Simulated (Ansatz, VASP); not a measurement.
# One calculation of BN, two programs

File INCAR:

```
SYSTEM = BN
  PREC = Accurate
  ENCUT = 600
  EDIFF = 1E-6
  ISMEAR = 0
  SIGMA = 0.05
  LREAL = .False.
  LASPH = .True.
  NELM = 120
  ALGO = Normal
  ISIF = 2
  LWAVE = .False.
  LCHARG = .False.
  GGA = CA
  NBANDS = 11
  GGA_COMPAT = .False.
```

File KPOINTS:

```
regular mesh
0
Gamma
  12 12 12
  0 0 0
```

Contents of POSCAR:

```
BN
1.0
    1.2010769119      0.6934420784      3.2380170272
   -1.2010769119      0.6934420784      3.2380170272
    0.0000000000     -1.3868841568      3.2380170272
B N
1 1
Direct
    0.9996712000      0.9996712000      0.9996712000
    0.3327618000      0.3327618000      0.3327618000
```

Input for Ansatz:

```yaml
crystal:
  lattice:
    - [1.2010769119, 0.6934420784, 3.2380170272]
    - [-1.2010769119, 0.6934420784, 3.2380170272]
    - [0.0, -1.3868841568, 3.2380170272]
  atoms:
    - { symbol: B, position: [0.9996712, 0.9996712, 0.9996712] }
    - { symbol: "N", position: [0.3327618, 0.3327618, 0.3327618] }
basis:
  ecutwfc: 420
kpoints:
  mp_grid: { grid: [12, 12, 12] }
hamiltonian:
  xc: lda
scf:
  occupations: { method: gaussian, width: 0.05 }
output:
  forces: true
  stress: true
  eigenvalues: true
  write_density: true
  write_potential: true
  elf: true
  volumetric_format: npy
```

Change from the starting cell: strain -0.040 along x and y, -0.040 along z, atoms carried along.

Alike in both runs: task single point; functional LDA; k mesh 12 × 12 × 12; occupations gaussian, width 0.05 eV; no spin polarisation.

```csv
,VASP,Ansatz
version,VASP 6.6.1,Ansatz 0.2.0
potentials or method,"VASP PAW LDA potentials, release 64 (B, N), cutoff 600 eV","scalar-relativistic, plane waves, PAW"
valence electrons in the cell,8,8
```

```tsv
	VASP	Ansatz	Ansatz less VASP
gap on the k mesh at the Fermi level (eV)	4.22	4.24	+0.020
least direct gap on the mesh (eV)	4.85	4.86	+0.012
pressure (GPa)	31.7	31.3	-0.36
traceless stress, the component that is largest in VASP (GPa)	-32.02	-31.42	+0.603
rms of the force components (eV/Å)	0.005	0.004	-0.0002
```

LDA's correlation is that of Perdew and Zunger in VASP and of Perdew and Wang (1992) in Ansatz. Atom by atom the forces differ by 0.000 eV/Å (rms over components). Both programs put the cell under a high pressure, so it lies far from rest at this level.
